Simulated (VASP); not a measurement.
# Ga (Cmce) in VASP: a series of runs, part 2 of 2

VASP 6.6.1.

## (4) Single point, PBE

INCAR reads:

```
SYSTEM = Ga
PREC     = Accurate       ! precision mode
ENCUT    = 520            ! plane-wave cutoff, eV
EDIFF    = 1E-6           ! SCF threshold, eV
ISMEAR   = -1             ! smearing method
SIGMA    = 0.01           ! smearing width, eV
LREAL    = .False.        ! projectors in reciprocal space
LASPH    = .True.         ! aspherical terms in the spheres
NELM     = 80             ! most SCF steps
ALGO     = Normal         ! electronic algorithm
ISIF     = 2              ! what is computed and relaxed
LWAVE    = .False.        ! write WAVECAR
LCHARG   = .False.        ! write CHGCAR
GGA      = PE             ! functional
NBANDS   = 34             ! bands
```

KPOINTS reads:

```
regular mesh
0
Gamma
  8 8 7
  0 0 0
```

POSCAR reads:

```
Ga
1.0
    2.3107968683     -3.8729233244      0.0000000000
    2.3107968683      3.8729233244      0.0000000000
    0.0000000000      0.0000000000      4.5463111460
Ga
4
Direct
    0.8442122196      0.1557877804      0.0839449706
    0.6557877804      0.3442122196      0.5839449706
    0.1557877804      0.8442122196      0.9160550294
    0.3442122196      0.6557877804      0.4160550294
```

Potentials or basis: VASP PAW PBE potentials, release 64 (Ga_d).

Run with:

```
> cat potpaw_PBE.64/Ga_d/POTCAR > POTCAR
> mpirun -np 1 vasp_std > vasp.out
```

OUTCAR:

```text
SYSTEM = Ga
   PREC = Accurate
   ENCUT = 520
   EDIFF = 1E-6
   ISMEAR = -1
   LREAL = .False.
   LASPH = .True.
   NELM = 80
   ISIF = 2
   GGA = PE

 ion  position               nearest neighbor table
   1  0.844  0.156  0.084-   3 2.53   2 2.70   2 2.70   4 2.76   4 2.76   3 2.84   3 2.84
   2  0.656  0.344  0.584-   4 2.53   1 2.70   1 2.70   3 2.76   3 2.76   4 2.84   4 2.84
   3  0.156  0.844  0.916-   1 2.53   4 2.70   4 2.70   2 2.76   2 2.76   1 2.84   1 2.84
   4  0.344  0.656  0.416-   2 2.53   3 2.70   3 2.70   1 2.76   1 2.76   2 2.84   2 2.84

  LATTYP: Found a base centered orthorhombic cell.
 ALAT       =     4.6215937366
 B/A-ratio  =     1.6760120189
 C/A-ratio  =     0.9837106862

  Lattice vectors:

 A1 = (   2.3107968683,  -3.8729233244,   0.0000000000)
 A2 = (   2.3107968683,   3.8729233244,   0.0000000000)
 A3 = (   0.0000000000,   0.0000000000,   4.5463111460)

Analysis of symmetry for initial positions (statically):
=====================================================================
 Subroutine PRICEL returns:
 Original cell was already a primitive cell.

 Routine SETGRP: Setting up the symmetry group for a
 base centered orthorhombic supercell.

 Subroutine GETGRP returns: Found  8 space group operations
 (whereof  4 operations were pure point group operations)
 out of a pool of  8 trial point group operations.

The static configuration has the point symmetry C_2h.
 The point group associated with its full space group is D_2h.

Analysis of symmetry for dynamics (positions and initial velocities):
=====================================================================
 Subroutine PRICEL returns:
 Original cell was already a primitive cell.

 Routine SETGRP: Setting up the symmetry group for a
 base centered orthorhombic supercell.

 Subroutine GETGRP returns: Found  8 space group operations
[... 118 lines left out ...]
   PSTRESS=    0.0 pullay stress
   NELECT =      52.0000    total number of electrons
   NUPDOWN=      -1.0000    fix difference up-down
   EMIN   =  10.00;   EMAX   =-10.00  energy-range for DOS
   EFERMI =   0.00;   METHOD = LEGACY
   ISMEAR =    -1;   SIGMA  =   0.01  broadening in eV -4-tet -1-fermi 0-gaus
   EFERMI_NEDOS =   21; number of points for ismear=-14 and -15
   IALGO  =     38    algorithm
   IMIX   =      4    mixing-type and parameters
     AMIX     =   0.40;   BMIX     =  1.00
     AMIX_MAG =   1.60;   BMIX_MAG =  1.00
  volume/ion in A,a.u.               =      20.34       137.29
  Fermi-wavevector in a.u.,A,eV,Ry     =   1.410087  2.664679 27.053093  1.988346
  Thomas-Fermi vector in A             =   2.532077
   LORBIT       =      0    0 simple, 1 ext, 2 COOP (PROOUT), +10 PAW based schemes
   GGA     = PE    functional components
   LHFCALC =     F    Hartree Fock is set to
   AEXX    =    0.0000 exact exchange contribution
   IVDW    =     0    specifies the selected vdW correction
   LEPSILON=     F    determine dielectric tensor
   LRPA    =     F    only Hartree local field effects (RPA)
 non-spin polarized calculation
  energy-cutoff  :      520.00
  volume of cell :       81.37
 maximum number of plane-waves:      2211
 NGX is ok and might be reduce to    36
   NGX = 17   NGY = 17   NGZ = 17

 number of electron      52.0000004 magnetization

 Free energy of the ion-electron system (eV)
  ---------------------------------------------------
  ext. energy  EPLUGINS =         0.00000000
  ---------------------------------------------------
  free energy    TOTEN  =       -11.62283182 eV

  energy without entropy =      -11.62268840  energy(sigma->0) =      -11.62276011

 E-fermi :   4.7137     XC(G=0): -10.4637

 val. band max:        4.6797536687   @ k =  -0.3750   0.2500   0.1429
 cond. band min:       4.7359879446   @ k =  -0.2500   0.2500   0.2857
 fundamental gap:      0.0562342759
 Fermi energy:         4.7137027722

 k-point     1 :       0.0000    0.0000    0.0000
  band No.  band energies     occupation
      1     -10.3853      2.00000
      2     -10.3843      2.00000
      3     -10.3626      2.00000
      4     -10.3430      2.00000
      5     -10.3128      2.00000
      6     -10.2963      2.00000
[... 877 lines left out ...]
     33      10.2933      0.00000
     34      12.6328      0.00000

 [... further k-points ...]
[... 5 lines left out ...]
  --------------------------------------------------------------------------------------
  -------------------------------------------------------------------------------------
  Total        0.0595960      0.0730845      0.1219826      0.0000000      0.0000000      0.0000000
  in kB        1.1733777      1.4389506      2.4016998      0.0000000      0.0000000      0.0000000
  external PRESSURE =       1.6713427 kB  Pullay stress =       0.0000000 kB

 VOLUME and BASIS-vectors are now :
 -----------------------------------------------------------------------------
  energy-cutoff  :      520.00
  volume of cell :       81.37
      direct lattice vectors                 reciprocal lattice vectors
     2.310796868 -3.872923324  0.000000000     0.216375575 -0.129101446  0.000000000
     2.310796868  3.872923324  0.000000000     0.216375575  0.129101446  0.000000000
     0.000000000  0.000000000  4.546311146     0.000000000  0.000000000  0.219958548

 POSITION                                       TOTAL-FORCE (eV/Angst)
 -----------------------------------------------------------------------------------
      2.31080     -2.66622      0.38164         0.000000      0.004146     -0.004543
      2.31080     -1.20671      2.65480         0.000000     -0.004146     -0.004543
      2.31080      2.66622      4.16467         0.000000     -0.004146      0.004543
      2.31080      1.20671      1.89152         0.000000      0.004146      0.004543
 -----------------------------------------------------------------------------------
    total drift:                                0.000000      0.000000     -0.000000

  FREE ENERGIE OF THE ION-ELECTRON SYSTEM (eV)
  ---------------------------------------------------
  free  energy   TOTEN  =       -11.6228318184 eV

  energy  without entropy=      -11.6226884028  energy(sigma->0) =      -11.62276011
```

Run time: 1.8 min. Hardware: 1 thread of Intel Xeon Platinum 8488C (Sapphire Rapids), shared host; peak memory 0.3 GiB.

Results:

* Free energy: -11.6228 eV
* Pressure: 0.2 GPa
* Largest force: 0.006 eV/Å
* Band gap on the k mesh: zero (band 26 reaches 4.92 eV, above the bottom of band 27 at 4.03 eV)

Forces on the atoms (eV/Å):
```
Ga   0.000  0.004 -0.005
Ga   0.000 -0.004 -0.005
Ga   0.000 -0.004  0.005
Ga   0.000  0.004  0.005
```

Stress tensor (GPa, compression positive):
```
0.12 0.00 0.00
0.00 0.14 0.00
0.00 0.00 0.24
```

## (5) Summary

```csv
k mesh,smearing,gap on the mesh (eV),pressure (GPa),largest force (eV/Å)
7 × 7 × 6,fermi-dirac 0.1 eV,none,0.1,0.01
8 × 8 × 7,fermi-dirac 0.1 eV,none,0.1,0.01
8 × 8 × 7,fermi-dirac 0.01 eV,none,0.2,0.01
```

Alike in all rows: task single point; level PBE; potentials or basis VASP PAW PBE potentials, release 64 (Ga_d); no spin polarisation; cell as given; cutoff (eV) 520.

Every run on the cell as given and a fine mesh finds a metal.

Total energies depend on the potentials used, so only differences within one code and one set of settings carry meaning.
